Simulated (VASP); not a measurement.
# Ge2Sb2Te5 in VASP: a series of runs, part 2 of 2

VASP 6.6.1. Earlier steps stand in the parts before.

## Step 4: Single point, revPBE

This run uses another cell than the first one, of 30.34 Å³/atom, 1.069 times its volume.

File INCAR:

```
ALGO     = Normal         # electronic algorithm
EDIFF    = 1E-6           # SCF threshold, eV
ENCUT    = 520            # plane-wave cutoff, eV
GGA      = RE             # functional
ISIF     = 2              # what is computed and relaxed
ISMEAR   = -1             # smearing method
LASPH    = T              # aspherical terms in the spheres
LCHARG   = T              # write CHGCAR
LELF     = T              # ELF
LREAL    = F              # projectors in reciprocal space
LVHAR    = T            
LWAVE    = F              # write WAVECAR
NBANDS   = 44             # bands
NELM     = 80             # most SCF steps
PREC     = Accurate       # precision mode
SIGMA    = 0.05           # smearing width, eV
```

File KPOINTS:

```
k-points
0
Gamma
  7 7 2
```

File POSCAR:

```
Ge2Sb2Te5
1.0
    4.2940644248      0.0000000000      0.0000000000
   -2.1470322124      3.7187688774      0.0000000000
    0.0000000000      0.0000000000     17.1013460000
Te Sb Ge
5 2 2
Direct
    0.6666666667      0.3333333333      0.4198920000
    0.3333333333      0.6666666667      0.5801080000
    0.3333333333      0.6666666667      0.2015420000
    0.6666666667      0.3333333333      0.7984580000
    0.0000000000      0.0000000000      0.0000000000
    0.0000000000      0.0000000000      0.3200680000
    0.0000000000      0.0000000000      0.6799320000
    0.6666666667      0.3333333333      0.1028950000
    0.3333333333      0.6666666667      0.8971050000
```

Potentials or basis: VASP PAW PBE potentials, release 64 (Te, Sb, Ge_d).

Launch:

```sh
> cat potpaw_PBE.64/Te/POTCAR potpaw_PBE.64/Sb/POTCAR potpaw_PBE.64/Ge_d/POTCAR > POTCAR
> mpirun -np 1 vasp_std > vasp.out
```

OUTCAR:

```text
EDIFF = 1E-6
   ENCUT = 520
   GGA = RE
   ISIF = 2
   ISMEAR = -1
   LASPH = T
   LREAL = F
   NELM = 80
   PREC = Accurate

 ion  position               nearest neighbor table
   1  0.667  0.333  0.420-   6 3.01   6 3.01   6 3.01
   2  0.333  0.667  0.580-   7 3.01   7 3.01   7 3.01
   3  0.333  0.667  0.202-   8 3.00   8 3.00   8 3.00   6 3.20   6 3.20   6 3.20
   4  0.667  0.333  0.798-   9 3.00   9 3.00   9 3.00   7 3.20   7 3.20   7 3.20
   5  0.000  0.000  0.000-   8 3.04   9 3.04   8 3.04   9 3.04   8 3.04   9 3.04
   6  0.000  0.000  0.320-   1 3.01   1 3.01   1 3.01   3 3.20   3 3.20   3 3.20
   7  0.000  0.000  0.680-   2 3.01   2 3.01   2 3.01   4 3.20   4 3.20   4 3.20
   8  0.667  0.333  0.103-   3 3.00   3 3.00   3 3.00   5 3.04   5 3.04   5 3.04
   9  0.333  0.667  0.897-   4 3.00   4 3.00   4 3.00   5 3.04   5 3.04   5 3.04

  LATTYP: Found a hexagonal cell.
 ALAT       =     4.2940644248
 C/A-ratio  =     3.9825545936

  Lattice vectors:

 A1 = (   4.2940644248,   0.0000000000,   0.0000000000)
 A2 = (  -2.1470322124,   3.7187688774,   0.0000000000)
 A3 = (   0.0000000000,   0.0000000000,  17.1013460000)

Analysis of symmetry for initial positions (statically):
=====================================================================
 Subroutine PRICEL returns:
 Original cell was already a primitive cell.

 Routine SETGRP: Setting up the symmetry group for a
 hexagonal supercell.

 Subroutine GETGRP returns: Found 12 space group operations
 (whereof 12 operations were pure point group operations)
 out of a pool of 24 trial point group operations.

The static configuration has the point symmetry D_3d.

Analysis of symmetry for dynamics (positions and initial velocities):
=====================================================================
 Subroutine PRICEL returns:
[... 137 lines left out ...]
  Thomas-Fermi vector in A             =   2.164013
   LORBIT       =      0    0 simple, 1 ext, 2 COOP (PROOUT), +10 PAW based schemes
   GGA     = RE    functional components
   LHFCALC =     F    Hartree Fock is set to
   AEXX    =    0.0000 exact exchange contribution
   IVDW    =     0    specifies the selected vdW correction
   LEPSILON=     F    determine dielectric tensor
   LRPA    =     F    only Hartree local field effects (RPA)
 non-spin polarized calculation
  energy-cutoff  :      520.00
  volume of cell :      273.09
 maximum number of plane-waves:      7382
 NGX is ok and might be reduce to    32
   NGX = 15   NGY = 15   NGZ = 63

 number of electron      67.9999999 magnetization

 Free energy of the ion-electron system (eV)
  ---------------------------------------------------
  ext. energy  EPLUGINS =         0.00000000
  ---------------------------------------------------
  free energy    TOTEN  =       -31.14160918 eV

  energy without entropy =      -31.14049504  energy(sigma->0) =      -31.14105211

 E-fermi :   6.4218     XC(G=0):  -9.3506

 val. band max:        6.3148975780   @ k =   0.0000   0.0000   0.0000
 cond. band min:       6.5808605220   @ k =   0.0000   0.0000   0.0000
 fundamental gap:      0.2659629439
 Fermi energy:         6.4217551158

 k-point     1 :       0.0000    0.0000    0.0000
  band No.  band energies     occupation
      1     -18.7101      2.00000
      2     -18.7101      2.00000
      3     -18.7095      2.00000
      4     -18.7095      2.00000
      5     -18.7065      2.00000
      6     -18.7063      2.00000
[... 741 lines left out ...]
     43       9.9695      0.00000
     44      10.7961      0.00000

------------------------ aborting loop because EDIFF is reached ----------------------------------------

  FORCE on cell =-STRESS in cart. coord.  units (eV):
  Direction    XX          YY          ZZ          XY          YZ          ZX
  --------------------------------------------------------------------------------------
  -------------------------------------------------------------------------------------
  Total        2.1124889      2.1124889      2.2412712      0.0000000      0.0000000      0.0000000
  in kB       12.3938714     12.3938714     13.1494306      0.0000000      0.0000000      0.0000000
  external PRESSURE =      12.6457245 kB  Pullay stress =       0.0000000 kB

 VOLUME and BASIS-vectors are now :
 -----------------------------------------------------------------------------
  energy-cutoff  :      520.00
  volume of cell :      273.09
      direct lattice vectors                 reciprocal lattice vectors
     4.294064425  0.000000000  0.000000000     0.232879599  0.134453099  0.000000000
    -2.147032212  3.718768877  0.000000000     0.000000000  0.268906198  0.000000000
     0.000000000  0.000000000 17.101346000     0.000000000  0.000000000  0.058474929

 POSITION                                       TOTAL-FORCE (eV/Angst)
 -----------------------------------------------------------------------------------
      2.14703      1.23959      7.18072        -0.000000      0.000000     -0.033979
     -0.00000      2.47918      9.92063        -0.000000     -0.000000      0.033979
     -0.00000      2.47918      3.44664        -0.000000      0.000000     -0.027820
      2.14703      1.23959     13.65471         0.000000     -0.000000      0.027820
      0.00000      0.00000      0.00000         0.000000      0.000000      0.000000
      0.00000      0.00000      5.47359         0.000000      0.000000     -0.092104
      0.00000      0.00000     11.62775         0.000000      0.000000      0.092104
      2.14703      1.23959      1.75964        -0.000000      0.000000     -0.092248
     -0.00000      2.47918     15.34170         0.000000     -0.000000      0.092248
 -----------------------------------------------------------------------------------
    total drift:                               -0.000000      0.000000     -0.000000

  FREE ENERGIE OF THE ION-ELECTRON SYSTEM (eV)
  ---------------------------------------------------
  free  energy   TOTEN  =       -31.1416091768 eV

  energy  without entropy=      -31.1404950447  energy(sigma->0) =      -31.14105211
```

stdout:

```text
POSCAR found type information on POSCAR TeSbGe
 POSCAR found :  3 types and       9 ions
 scaLAPACK will be used
 -----------------------------------------------------------------------------
|                                                                             |
|                                                                             |
|     You enforced a specific xc type in the INCAR file but a different       |
|     I HOPE YOU KNOW WHAT YOU ARE DOING!                                     |
|                                                                             |
 -----------------------------------------------------------------------------

 LDA part: xc-table for (Slater+PW92), standard interpolation
 POSCAR, INCAR and KPOINTS ok, starting setup
 FFT: planning ... GRIDC
 FFT: planning ... GRID_SOFT
 FFT: planning ... GRID
 WAVECAR not read
 entering main loop
```

Wall time 5.7 min (1 thread of Intel Xeon Platinum 8559C (Emerald Rapids), shared host); peak memory 0.43 GiB.

What came out:

```
Free energy            : -31.1416 eV
Pressure               : 1.3 GPa
Largest force          : 0.092 eV/Å
Band gap on the k mesh : 0.27 eV, direct
```

Forces in eV/Å, atoms in the order of the input:
```
Te   0.000  0.000 -0.034
Te   0.000  0.000  0.034
Te   0.000  0.000 -0.028
Te   0.000  0.000  0.028
Te   0.000  0.000  0.000
Sb   0.000  0.000 -0.092
Sb   0.000  0.000  0.092
Ge   0.000  0.000 -0.092
Ge   0.000  0.000  0.092
```

Caveat: the PAW data sets were made with another functional, which shifts forces and pressure a little; spin-orbit coupling is left out, which moves the levels of the heavy elements. A k mesh can miss the band edges.

## Step 5: Single point, BLYP

This run uses another cell than the first one, of 30.34 Å³/atom, 1.069 times its volume.

File INCAR:

```
SYSTEM = Ge2Sb2Te5
PREC = Accurate
ENCUT = 520
EDIFF = 1E-6
ISMEAR = -1
SIGMA = 0.05
LREAL = .FALSE.
LASPH = .TRUE.
NELM = 80
ALGO = Normal
ISIF = 2
LWAVE = .FALSE.
LCHARG = .TRUE.
GGA = B5
ALDAX = 1.0
AGGAX = 1.0
AGGAC = 1.0
ALDAC = 0.0
LELF = .TRUE.
LVHAR = .TRUE.
NBANDS = 44
```

File KPOINTS:

```
regular mesh
0
G
  7 7 2
  0 0 0
```

POSCAR is that of step 4.

Potentials or basis: VASP PAW PBE potentials, release 64 (Te, Sb, Ge_d).

Launch:

```sh
> cat potpaw_PBE.64/Te/POTCAR potpaw_PBE.64/Sb/POTCAR potpaw_PBE.64/Ge_d/POTCAR > POTCAR
> mpirun -np 1 vasp_std > vasp.out
```

OUTCAR:

```text
SYSTEM = Ge2Sb2Te5
   PREC = Accurate
   ENCUT = 520
   EDIFF = 1E-6
   ISMEAR = -1
   LREAL = .FALSE.
   LASPH = .TRUE.
   NELM = 80
   ISIF = 2
   GGA = B5

 ion  position               nearest neighbor table
   1  0.667  0.333  0.420-   6 3.01   6 3.01   6 3.01
   2  0.333  0.667  0.580-   7 3.01   7 3.01   7 3.01
   3  0.333  0.667  0.202-   8 3.00   8 3.00   8 3.00   6 3.20   6 3.20   6 3.20
   4  0.667  0.333  0.798-   9 3.00   9 3.00   9 3.00   7 3.20   7 3.20   7 3.20
   5  0.000  0.000  0.000-   8 3.04   9 3.04   8 3.04   9 3.04   8 3.04   9 3.04
   6  0.000  0.000  0.320-   1 3.01   1 3.01   1 3.01   3 3.20   3 3.20   3 3.20
   7  0.000  0.000  0.680-   2 3.01   2 3.01   2 3.01   4 3.20   4 3.20   4 3.20
[... 960 lines left out ...]

 VOLUME and BASIS-vectors are now :
 -----------------------------------------------------------------------------
  energy-cutoff  :      520.00
  volume of cell :      273.09
      direct lattice vectors                 reciprocal lattice vectors
     4.294064425  0.000000000  0.000000000     0.232879599  0.134453099  0.000000000
    -2.147032212  3.718768877  0.000000000     0.000000000  0.268906198  0.000000000
     0.000000000  0.000000000 17.101346000     0.000000000  0.000000000  0.058474929

 POSITION                                       TOTAL-FORCE (eV/Angst)
 -----------------------------------------------------------------------------------
      2.14703      1.23959      7.18072        -0.000000      0.000000      0.109142
     -0.00000      2.47918      9.92063        -0.000000     -0.000000     -0.109142
     -0.00000      2.47918      3.44664        -0.000000      0.000000     -0.037204
      2.14703      1.23959     13.65471        -0.000000     -0.000000      0.037204
      0.00000      0.00000      0.00000        -0.000000      0.000000     -0.000000
      0.00000      0.00000      5.47359        -0.000000      0.000000     -0.060926
      0.00000      0.00000     11.62775        -0.000000      0.000000      0.060926
      2.14703      1.23959      1.75964         0.000000      0.000000     -0.097633
     -0.00000      2.47918     15.34170        -0.000000     -0.000000      0.097633
 -----------------------------------------------------------------------------------
    total drift:                               -0.000000      0.000000     -0.000000

  FREE ENERGIE OF THE ION-ELECTRON SYSTEM (eV)
  ---------------------------------------------------
  free  energy   TOTEN  =       -27.7853039507 eV

  energy  without entropy=      -27.7843151745  energy(sigma->0) =      -27.78480956
```

OSZICAR:

```text
N       E                     dE             d eps       ncg     rms          rms(c)
DAV:   1     0.616328083860E+03    0.61633E+03   -0.27441E+04  1752   0.207E+03
DAV:   2     0.734485288936E+02   -0.54288E+03   -0.51897E+03  1492   0.589E+02
DAV:   3    -0.210779224267E+02   -0.94526E+02   -0.90994E+02  1664   0.154E+02
DAV:   4    -0.277934927382E+02   -0.67156E+01   -0.66068E+01  1688   0.478E+01
DAV:   5    -0.280495481596E+02   -0.25606E+00   -0.25483E+00  1872   0.935E+00    0.984E+00
DAV:   6    -0.277627912083E+02    0.28676E+00   -0.97959E-01  1996   0.473E+00    0.644E+00
DAV:   7    -0.279244192001E+02   -0.16163E+00   -0.12895E+00  1784   0.476E+00    0.309E+00
DAV:   8    -0.277907267840E+02    0.13369E+00   -0.83750E-01  1744   0.384E+00    0.731E-01
DAV:   9    -0.277840721168E+02    0.66547E-02   -0.91169E-02  1708   0.129E+00    0.627E-01
DAV:  10    -0.277850061939E+02   -0.93408E-03   -0.12347E-02  1936   0.389E-01    0.536E-01
DAV:  11    -0.277848249214E+02    0.18127E-03   -0.95488E-04  1804   0.131E-01    0.358E-01
DAV:  12    -0.277854007259E+02   -0.57580E-03   -0.17845E-03  1572   0.163E-01    0.196E-01
DAV:  13    -0.277853560257E+02    0.44700E-04   -0.18764E-04  1568   0.606E-02    0.143E-01
DAV:  14    -0.277853436575E+02    0.12368E-04   -0.26217E-05  1676   0.189E-02    0.126E-01
DAV:  15    -0.277853191474E+02    0.24510E-04   -0.22951E-05  1404   0.155E-02    0.823E-02
DAV:  16    -0.277853071306E+02    0.12017E-04   -0.12832E-05  1644   0.119E-02    0.538E-02
DAV:  17    -0.277853043725E+02    0.27581E-05   -0.34704E-06  1376   0.593E-03    0.400E-02
DAV:  18    -0.277853039507E+02    0.42178E-06   -0.30640E-07   840   0.260E-03
   1 F= -.27785304E+02 E0= -.27784810E+02  d E =-.988776E-03
```

Run time: 5.2 min. Hardware: 1 thread of Intel Xeon Platinum 8559C (Emerald Rapids), shared host; peak memory 0.44 GiB.

What came out:

| Property | Result |
| --- | --- |
| Free energy | -27.7853 eV |
| Pressure | 4.5 GPa |
| Largest force | 0.109 eV/Å |
| Band gap on the k mesh | 0.27 eV, direct |

Forces on the atoms (eV/Å):
```
Te   0.000  0.000  0.109
Te   0.000  0.000 -0.109
Te   0.000  0.000 -0.037
Te   0.000  0.000  0.037
Te   0.000  0.000  0.000
Sb   0.000  0.000 -0.061
Sb   0.000  0.000  0.061
Ge   0.000  0.000 -0.098
Ge   0.000  0.000  0.098
```

Caveat: the PAW data sets were made with another functional, which shifts forces and pressure a little; spin-orbit coupling is left out, which moves the levels of the heavy elements. A k mesh can miss the band edges.

## Step 6: Single point, PBE

This run uses another cell than the first one, of 30.34 Å³/atom, 1.069 times its volume.

File INCAR:

```
PREC = Accurate
ENCUT = 520
EDIFF = 1E-7
ISMEAR = -1
SIGMA = 0.05
LREAL = F
LASPH = T
NELM = 100
ALGO = Normal
ISIF = 2
LWAVE = F
LCHARG = F
GGA = PE
NBANDS = 44
```

File KPOINTS:

```
regular mesh
0
Gamma
  5 5 2
```

POSCAR: that of step 5 with these lines changed.

```diff
@@ -2,4 +2,4 @@
 1.0
-    4.2940644248      0.0000000000      0.0000000000
-   -2.1470322124      3.7187688774      0.0000000000
+    4.2940644248      0.0214703221      0.0000000000
+   -2.1284383680      3.7080337163      0.0000000000
     0.0000000000      0.0000000000     17.1013460000
```

Potentials or basis: VASP PAW PBE potentials, release 64 (Te, Sb, Ge_d).

Launch:

```sh
> cat potpaw_PBE.64/Te/POTCAR potpaw_PBE.64/Sb/POTCAR potpaw_PBE.64/Ge_d/POTCAR > POTCAR
> mpirun -np 1 vasp_std > vasp.out
```

Run time: 12 min. Hardware: 1 thread of Intel Xeon 6975P-C, shared host; peak memory 0.53 GiB.

The run converged. Its results:

| Item | Value |
| --- | --- |
| Free energy | -33.9864 eV |
| Pressure | 0.3 GPa |
| Largest force | 0.104 eV/Å |
| Band gap on the k mesh | 0.23 eV, direct |

Forces on the atoms (eV/Å):
```
Te  -0.027  0.001 -0.100
Te   0.027 -0.001  0.100
Te   0.006  0.000 -0.079
Te  -0.006  0.000  0.079
Te   0.000  0.000  0.000
Sb   0.007 -0.001 -0.046
Sb  -0.007  0.001  0.046
Ge   0.001  0.000 -0.046
Ge  -0.001  0.000  0.046
```

Stress tensor (GPa, compression positive):
```
 0.25 -0.36 -0.24
-0.36  0.25  0.00
-0.24  0.00  0.37
```

Levels at points of the mesh, in eV from the valence-band top:
```
           k point  band 32  band 33  band 34  band 35  band 36  band 37
(0.00, 0.00, 0.00)    -1.16    -0.83     0.00     0.23     0.28     0.35
(0.00, 0.00, 0.50)    -1.33    -0.71    -0.14     0.45     0.50     0.53
```

Caveat: spin-orbit coupling is left out, which moves the levels of the heavy elements. A k mesh can miss the band edges.

## Step 7: Overview

```tsv
level	potentials or basis	cell	k mesh	gap on the mesh (eV)	pressure (GPa)	largest force (eV/Å)
LDA	VASP PAW LDA potentials, release 64 (Te, Sb, Ge_d)	a = 4.191, b = 4.191, c = 16.789 Å, angles 90.0, 90.0, 120.0°, 9 atoms	5 × 5 × 2	0.10	0.1	0.05
PBE	VASP PAW PBE potentials, release 64 (Te, Sb, Ge_d)	a = 4.294, b = 4.257, c = 17.101 Å, angles 90.0, 90.0, 119.1°, 9 atoms	5 × 5 × 2	0.17	0.3	0.11
revPBE	VASP PAW PBE potentials, release 64 (Te, Sb, Ge_d)	a = 4.294, b = 4.294, c = 17.101 Å, angles 90.0, 90.0, 120.0°, 9 atoms	7 × 7 × 2	0.27	1.3	0.09
BLYP	VASP PAW PBE potentials, release 64 (Te, Sb, Ge_d)	a = 4.294, b = 4.294, c = 17.101 Å, angles 90.0, 90.0, 120.0°, 9 atoms	7 × 7 × 2	0.27	4.5	0.11
PBE	VASP PAW PBE potentials, release 64 (Te, Sb, Ge_d)	a = 4.294, b = 4.275, c = 17.101 Å, angles 90.0, 90.0, 119.6°, 9 atoms	5 × 5 × 2	0.23	0.3	0.10
```

Alike in all rows: task single point; no spin polarisation; cutoff (eV) 520; smearing fermi-dirac 0.05 eV.

Caveats: spin-orbit coupling is left out, which moves the levels of the heavy elements; the PAW data sets were made with another functional, which shifts forces and pressure a little (some runs).

Total energies depend on the potentials used, so only differences within one code and one set of settings carry meaning.
